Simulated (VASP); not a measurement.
Wanted: the native input for a VASP 6.6.1 run.

| Quantity | Value |
| --- | --- |
| Task | single point |
| Functional | PBE |
| Potentials or basis | VASP PAW PBE potentials, release 64 (Ta_pv, Cd) |
| Cutoff | 520 eV |
| k mesh | 16 × 16 × 16 |
| Occupations | gaussian, width 0.1 eV |
| Spin | no spin polarisation |
| Dipole correction | no |
| Further INCAR settings | ALGO = Fast; EDIFF = 1e-06; NBANDS = 30 |

The structure of Ta3Cd lies in POSCAR:

```
Ta3Cd
1.0
   -2.1026636308      2.1026636308      4.2301810955
    2.1026636308     -2.1026636308      4.2301810955
    2.1026636308      2.1026636308     -4.2301810955
Ta Cd
3 1
Direct
    0.5000000000      0.5000000000      0.0000000000
    0.2500000000      0.7500000000      0.5000000000
    0.7500000000      0.2500000000      0.5000000000
    0.0000000000      0.0000000000      0.0000000000
```

The input as run:

INCAR

```
PREC = Accurate
ENCUT = 520
EDIFF = 1E-6
ISMEAR = 0
SIGMA = 0.1
LREAL = F
LASPH = T
NELM = 100
ALGO = Fast
ISIF = 2
LWAVE = F
LCHARG = F
GGA = PE
NBANDS = 30
```

KPOINTS

```
Automatic mesh
0
Gamma
  16 16 16
```

Potentials or basis: VASP PAW PBE potentials, release 64 (Ta_pv, Cd).

Command:

```bash
$ cat potpaw_PBE.64/Ta_pv/POTCAR potpaw_PBE.64/Cd/POTCAR > POTCAR
$ mpirun -np 1 vasp_std > vasp.out
```

Results of the run:

| Item | Value |
| --- | --- |
| Pressure | 0.4 GPa |
| Band gap on the k mesh | zero (an odd number of electrons rules out a gap without spin polarisation) |

Caveat: spin-orbit coupling is left out, which moves the levels of the heavy elements.

Run time: 11 min on 1 thread of Intel(R) Xeon(R) Platinum 8488C (Sapphire Rapids), on a shared host, peak memory 0.76 GiB.
